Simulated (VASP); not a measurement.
As2Se: single point with PBE+D4

As2Se:

```
As Se
1.0
    -3.47091    3.47091    2.62386
     3.47091   -3.47091    2.62386
     3.47091    3.47091   -2.62386
As Se
4 2
Direct
  0.87500 0.12500 0.75000
  0.37500 0.12500 0.25000
  0.87500 0.62500 0.75000
  0.87500 0.12500 0.25000
  0.50000 0.50000 0.00000
  0.25000 0.75000 0.50000
```

```yaml
Program: VASP 6.6.1
Task: single point
Functional: PBE
Dispersion: D4
Potentials_or_basis: VASP PAW PBE potentials, release 64 (As, Se)
Cutoff: 520 eV
k_mesh: 8 × 8 × 8
Occupations: gaussian, width 0.1 eV
Spin: no spin polarisation
Dipole_correction: no
Further_INCAR_settings: ALGO = Normal; EDIFF = 1e-06; NBANDS = 25
```

```
Pressure                   : 0.1 GPa
Band gap on the k mesh     : zero (band 16 reaches 5.55 eV, above the bottom of band 17 at 5.14 eV)
Dispersion energy per atom : -0.456 eV
```

Stress tensor (GPa, compression positive):
```
0.11 0.00 0.00
0.00 0.11 0.00
0.00 0.00 0.19
```

Levels at points of the mesh, in eV from the Fermi level:
| k point | band 12 | band 13 | band 14 | band 15 | band 16 | band 17 | band 18 | band 19 | band 20 | band 21 |
| --- | --- | --- | --- | --- | --- | --- | --- | --- | --- | --- |
| (0.00, 0.00, 0.00) | -2.99 | -2.99 | -2.87 | -2.87 | -1.01 | 2.47 | 3.12 | 3.12 | 3.36 | 4.11 |
| (0.50, 0.00, 0.00) | -2.62 | -1.83 | -1.51 | -0.53 | -0.07 | 0.19 | 0.48 | 1.57 | 2.58 | 3.01 |
| (0.50, 0.50, 0.00) | -2.36 | -1.45 | -1.45 | -1.21 | -1.21 | -0.06 | -0.06 | 1.90 | 1.90 | 3.91 |
| (0.50, 0.50, 0.50) | -2.55 | -0.76 | -0.76 | -0.36 | -0.36 | 0.40 | 0.40 | 0.46 | 0.46 | 2.65 |

It took 2.7 min on 1 thread of Intel(R) Xeon(R) Platinum 8559C (Emerald Rapids) (shared host), peak memory 0.34 GiB.

Caveat: pairwise dispersion overbinds metals, which lowers pressure and volume.
